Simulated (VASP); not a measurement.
# Hg (P1) in VASP: single point with PBE

Aim: the single point of Hg with PBE.

All numbers are computed with VASP 6.6.1; they aren't measurements. Logs are shortened: lines on timing, memory, paths and dates and some standing lists are left out, and cuts for length are marked.

## Step 1: The cell of the first run

The typed cell holds 3 atoms: a = 4.540 Å, b = 4.540 Å, c = 3.870 Å, α = 90.00°, β = 90.00°, γ = 120.00°.

## Step 2: Single point, PBE

Contents of INCAR:

```
SYSTEM = Hg
ALGO = Normal
EDIFF = 1E-6
ENCUT = 550
GGA = PE
GGA_COMPAT = .FALSE.
ISIF = 2
ISMEAR = 0
LASPH = .TRUE.
LCHARG = .TRUE.
LELF = .TRUE.
LREAL = .FALSE.
LVHAR = .TRUE.
LWAVE = .FALSE.
NBANDS = 37
NELM = 120
PREC = Accurate
SIGMA = 0.1
```

Contents of KPOINTS:

```
k-points
0
G
  2 2 2
  0 0 0
```

Contents of POSCAR:

```
Hg
1.0
    4.5400020208      0.0000000000      0.0000000000
   -2.2700010104      3.9317570832      0.0000000000
    0.0000000000      0.0000000000      3.8700000000
Hg
3
Direct
    0.3167467290      0.6473067051      0.5248608131
    0.0225419617      0.0199994411     -0.0366031751
    0.6487282287      0.3410398122      0.4719355471
```

Potentials or basis: VASP PAW PBE potentials, release 64 (Hg_sv_GW).

Launch:

```
$ cat potpaw_PBE.64/Hg_sv_GW/POTCAR > POTCAR
$ mpirun -np 1 vasp_std > vasp.out
```

OUTCAR:

```text
SYSTEM = Hg
   EDIFF = 1E-6
   ENCUT = 550
   GGA = PE
   ISIF = 2
   ISMEAR = 0
   LASPH = .TRUE.
   LREAL = .FALSE.
   NELM = 120
   PREC = Accurate

 ion  position               nearest neighbor table
   1  0.317  0.647  0.525-   3 2.52   3 2.64   3 2.74   2 3.00   2 3.13   2 3.25   2 3.29
   2  0.023  0.020  0.963-   1 3.00   3 3.11   1 3.13   3 3.15   1 3.25   3 3.28   1 3.29
   3  0.649  0.341  0.472-   1 2.52   1 2.64   1 2.74   2 3.11   2 3.15   2 3.28

  LATTYP: Found a hexagonal cell.
 ALAT       =     4.5400020208
 C/A-ratio  =     0.8524225281

  Lattice vectors:

 A1 = (   4.5400020208,   0.0000000000,   0.0000000000)
 A2 = (  -2.2700010104,   3.9317570832,   0.0000000000)
 A3 = (   0.0000000000,   0.0000000000,   3.8700000000)

Analysis of symmetry for initial positions (statically):
=====================================================================
 Subroutine PRICEL returns:
 Original cell was already a primitive cell.

 Routine SETGRP: Setting up the symmetry group for a
 hexagonal supercell.

 Subroutine GETGRP returns: Found  1 space group operations
 (whereof  1 operations were pure point group operations)
 out of a pool of 24 trial point group operations.

The static configuration has the point symmetry C_1 .

Analysis of symmetry for dynamics (positions and initial velocities):
=====================================================================
 Subroutine PRICEL returns:
 Original cell was already a primitive cell.

 Routine SETGRP: Setting up the symmetry group for a
 hexagonal supercell.

 Subroutine GETGRP returns: Found  1 space group operations
 (whereof  1 operations were pure point group operations)
 out of a pool of 24 trial point group operations.

The dynamic configuration has the point symmetry C_1 .

 Subroutine INISYM returns: Found  1 space group operations
 (whereof  1 operations are pure point group operations),
 and found     1 'primitive' translations

----------------------------------------------------------------------------------------

                                     Primitive cell

  volume of cell :      69.0802

  direct lattice vectors                    reciprocal lattice vectors
     4.540002021  0.000000000  0.000000000     0.220264219  0.127169606  0.000000000
    -2.270001010  3.931757083  0.000000000     0.000000000  0.254339212  0.000000000
     0.000000000  0.000000000  3.870000000     0.000000000  0.000000000  0.258397933

  length of vectors
     4.540002021  4.540002021  3.870000000     0.254339212  0.254339212  0.258397933

  position of ions in fractional coordinates (direct lattice)
     0.316746729  0.647306705  0.524860813
     0.022541962  0.019999441  0.963396825
     0.648728229  0.341039812  0.471935547

  ion indices of the primitive-cell ions
   primitive index   ion index
                 1           1
                 2           2
                 3           3

----------------------------------------------------------------------------------------

 KPOINTS: k-points

Automatic generation of k-mesh.
 Grid dimensions read from file:
 generate k-points for:    2    2    2

 Generating k-lattice:

  Cartesian coordinates                     Fractional coordinates (reciprocal lattice)
     0.110132110  0.063584803  0.000000000     0.500000000  0.000000000  0.000000000
     0.000000000  0.127169606  0.000000000     0.000000000  0.500000000  0.000000000
     0.000000000  0.000000000  0.129198966     0.000000000  0.000000000  0.500000000

  Length of vectors
     0.127169606  0.127169606  0.129198966

  Shift w.r.t. Gamma in fractional coordinates (k-lattice)
     0.000000000  0.000000000  0.000000000

 Subroutine IBZKPT returns following result:
 ===========================================

 Found      8 irreducible k-points:

 Following reciprocal coordinates:
            Coordinates               Weight
  0.000000  0.000000  0.000000      1.000000
  0.500000  0.000000  0.000000      1.000000
  0.000000  0.500000  0.000000      1.000000
  0.500000  0.500000  0.000000      1.000000
  0.000000  0.000000  0.500000      1.000000
  0.500000  0.000000  0.500000      1.000000
  0.000000  0.500000  0.500000      1.000000
  0.500000  0.500000  0.500000      1.000000
   k-points           NKPTS =      8   k-points in BZ     NKDIM =      8   number of bands    NBANDS=     37
   number of dos      NEDOS =    301   number of ions     NIONS =      3
   total plane-waves  NPLWV =  38880
   dimension x,y,z NGX =    36 NGY =   36 NGZ =   30
   dimension x,y,z NGXF=    72 NGYF=   72 NGZF=   60
   ions per type =               3
   NGX,Y,Z   is equivalent  to a cutoff of  13.18, 13.18, 12.89 a.u.
   NGXF,Y,Z  is equivalent  to a cutoff of  26.36, 26.36, 25.77 a.u.
 SYSTEM =  Hg
   PREC   = accura    normal or accurate (medium, high low for compatibility)
   ISTART =      0    job   : 0-new  1-cont  2-samecut
   ICHARG =      2    charge: 1-file 2-atom 10-const
   ISPIN  =      1    spin polarized calculation?
   LNONCOLLINEAR =      F non collinear calculations
   LSORBIT =      F    spin-orbit coupling
   LASPH  =      T    aspherical Exc in radial PAW
   ENCUT  =  550.0 eV  40.42 Ry    6.36 a.u.   8.68  8.68  7.40*2*pi/ulx,y,z
   NELM   =    120;   NELMIN=  2; NELMDL= -5     # of ELM steps
   EDIFF  = 0.1E-05   stopping-criterion for ELM
   LREAL  =      F    real-space projection
   EDIFFG = 0.1E-04   stopping-criterion for IOM
   NSW    =      0    number of steps for IOM
   IBRION =     -1    ionic relax: 0-MD 1-quasi-New 2-CG
   NFREE  =      0    steps in history (QN), initial steepest desc. (CG)
   ISIF   =      2    stress and relaxation
   ISYM   =      2    0-nonsym 1-usesym 2-fastsym
   POTIM  = 0.5000    time-step for ionic-motion
   TEBEG  =    0.0;   TEEND  =   0.0 temperature during run
   PSTRESS=    0.0 pullay stress
   NELECT =      60.0000    total number of electrons
   NUPDOWN=      -1.0000    fix difference up-down
   EMIN   =  10.00;   EMAX   =-10.00  energy-range for DOS
   EFERMI =   0.00;   METHOD = LEGACY
   ISMEAR =     0;   SIGMA  =   0.10  broadening in eV -4-tet -1-fermi 0-gaus
   EFERMI_NEDOS =   21; number of points for ismear=-14 and -15
   IALGO  =     38    algorithm
   IMIX   =      4    mixing-type and parameters
     AMIX     =   0.40;   BMIX     =  1.00
     AMIX_MAG =   1.60;   BMIX_MAG =  1.00
  volume/ion in A,a.u.               =      23.03       155.39
  Fermi-wavevector in a.u.,A,eV,Ry     =   1.561975  2.951704 33.195021  2.439765
  Thomas-Fermi vector in A             =   2.664961
   LORBIT       =      0    0 simple, 1 ext, 2 COOP (PROOUT), +10 PAW based schemes
   GGA     = PE    functional components
   LHFCALC =     F    Hartree Fock is set to
   AEXX    =    0.0000 exact exchange contribution
   IVDW    =     0    specifies the selected vdW correction
   LEPSILON=     F    determine dielectric tensor
   LRPA    =     F    only Hartree local field effects (RPA)
 non-spin polarized calculation
 Gauss-broadening in eV      SIGMA  =   0.10
  energy-cutoff  :      550.00
  volume of cell :       69.08
 maximum number of plane-waves:      2025
 NGX is ok and might be reduce to    36
   NGX = 17   NGY = 17   NGZ = 15

 number of electron      60.0000001 magnetization

 Free energy of the ion-electron system (eV)
  ---------------------------------------------------
  ext. energy  EPLUGINS =         0.00000000
  ---------------------------------------------------
  free energy    TOTEN  =         0.04749407 eV

  energy without entropy =        0.04749407  energy(sigma->0) =        0.04749407

 E-fermi :   6.2592     XC(G=0): -11.4494

 val. band max:        5.8243905328   @ k =   0.0000   0.5000   0.0000
 cond. band min:       6.6907543368   @ k =   0.5000   0.5000   0.0000
 fundamental gap:      0.8663638040
 Fermi energy:         6.2591568670

 k-point     1 :       0.0000    0.0000    0.0000
  band No.  band energies     occupation
      1    -109.3255      2.00000
      2    -109.2971      2.00000
      3    -108.7421      2.00000
      4     -57.8687      2.00000
      5     -57.7463      2.00000
      6     -57.6358      2.00000
[... 29 lines left out ...]
     36      14.2232      0.00000
     37      18.9326      0.00000

 k-point     2 :       0.5000    0.0000    0.0000
  band No.  band energies     occupation
      1    -109.3229      2.00000
      2    -109.2997      2.00000
      3    -108.7421      2.00000
      4     -57.8443      2.00000
      5     -57.7487      2.00000
      6     -57.6674      2.00000
[... 29 lines left out ...]
     36      15.8484      0.00000
     37      16.0879      0.00000

 k-point     3 :       0.0000    0.5000    0.0000
  band No.  band energies     occupation
      1    -109.3238      2.00000
      2    -109.2988      2.00000
      3    -108.7421      2.00000
      4     -57.8693      2.00000
      5     -57.7159      2.00000
      6     -57.6711      2.00000
[... 29 lines left out ...]
     36      15.8944      0.00000
     37      16.0384      0.00000

 k-point     4 :       0.5000    0.5000    0.0000
  band No.  band energies     occupation
      1    -109.3222      2.00000
      2    -109.3004      2.00000
      3    -108.7421      2.00000
      4     -57.8236      2.00000
      5     -57.7713      2.00000
      6     -57.6678      2.00000
[... 29 lines left out ...]
     36      15.8394      0.00000
     37      16.0949      0.00000

 k-point     5 :       0.0000    0.0000    0.5000
  band No.  band energies     occupation
      1    -109.3255      2.00000
      2    -109.2971      2.00000
      3    -108.7421      2.00000
      4     -57.8686      2.00000
      5     -57.7463      2.00000
      6     -57.6356      2.00000
[... 29 lines left out ...]
     36      12.2564      0.00000
     37      12.4176      0.00000

 k-point     6 :       0.5000    0.0000    0.5000
  band No.  band energies     occupation
      1    -109.3229      2.00000
      2    -109.2997      2.00000
      3    -108.7421      2.00000
      4     -57.8441      2.00000
      5     -57.7489      2.00000
      6     -57.6673      2.00000
[... 29 lines left out ...]
     36      18.1716      0.00000
     37      18.8571      0.00000

 k-point     7 :       0.0000    0.5000    0.5000
  band No.  band energies     occupation
      1    -109.3238      2.00000
      2    -109.2988      2.00000
      3    -108.7421      2.00000
      4     -57.8691      2.00000
      5     -57.7160      2.00000
      6     -57.6711      2.00000
[... 29 lines left out ...]
     36      18.5044      0.00000
     37      18.9473      0.00000

 k-point     8 :       0.5000    0.5000    0.5000
  band No.  band energies     occupation
      1    -109.3222      2.00000
      2    -109.3004      2.00000
      3    -108.7421      2.00000
      4     -57.8239      2.00000
      5     -57.7710      2.00000
      6     -57.6678      2.00000
[... 29 lines left out ...]
     36      18.0188      0.00000
     37      18.3238      0.00000

------------------------ aborting loop because EDIFF is reached ----------------------------------------

  FORCE on cell =-STRESS in cart. coord.  units (eV):
  Direction    XX          YY          ZZ          XY          YZ          ZX
  --------------------------------------------------------------------------------------
  -------------------------------------------------------------------------------------
  Total        5.0496866      1.9489946     -0.9435003     -1.2068508      0.0289627     -0.2667435
  in kB      117.1173710     45.2030271    -21.8825999    -27.9904873      0.6717323     -6.1865811
  external PRESSURE =      46.8125994 kB  Pullay stress =       0.0000000 kB

 VOLUME and BASIS-vectors are now :
 -----------------------------------------------------------------------------
  energy-cutoff  :      550.00
  volume of cell :       69.08
      direct lattice vectors                 reciprocal lattice vectors
     4.540002021  0.000000000  0.000000000     0.220264219  0.127169606  0.000000000
    -2.270001010  3.931757083  0.000000000     0.000000000  0.254339212  0.000000000
     0.000000000  0.000000000  3.870000000     0.000000000  0.000000000  0.258397933

 POSITION                                       TOTAL-FORCE (eV/Angst)
 -----------------------------------------------------------------------------------
     -0.03136      2.54505      2.03121        -0.911463      1.343237      0.279712
      0.05694      0.07863      3.72835        -0.332576     -0.376915      0.532538
      2.17107      1.34089      1.82639         1.244038     -0.966321     -0.812250
 -----------------------------------------------------------------------------------
    total drift:                                0.001760      0.001882     -0.000130

  FREE ENERGIE OF THE ION-ELECTRON SYSTEM (eV)
  ---------------------------------------------------
  free  energy   TOTEN  =         0.0474940690 eV

  energy  without entropy=        0.0474940691  energy(sigma->0) =        0.04749407
```

Run time: 44 s. Hardware: 1 thread of AMD EPYC 7R43 (Zen 3), shared host; peak memory 0.16 GiB.

What came out:

| Property | Result |
| --- | --- |
| Free energy | 0.0475 eV |
| Pressure | 4.7 GPa |
| Largest force | 1.772 eV/Å |
| Band gap on the k mesh | zero (bands 30 and 31 overlap by 5.10 eV) |

Forces on the atoms (eV/Å):
```
Hg  -0.911  1.343  0.280
Hg  -0.333 -0.377  0.533
Hg   1.244 -0.966 -0.812
```

Stress tensor (GPa, compression positive):
```
11.71 -2.80 -0.62
-2.80  4.52  0.07
-0.62  0.07 -2.19
```

Caveat: the k points lie up to 0.81 Å⁻¹ apart, too coarse for converged energies and pressures of a metal; spin-orbit coupling is left out, which moves the levels of the heavy elements; forces of over 1 eV/Å act on the atoms, so gaps and moduli don't describe the material at rest.

The gap in the log of VASP goes by the Fermi energy; the results here count the filled bands.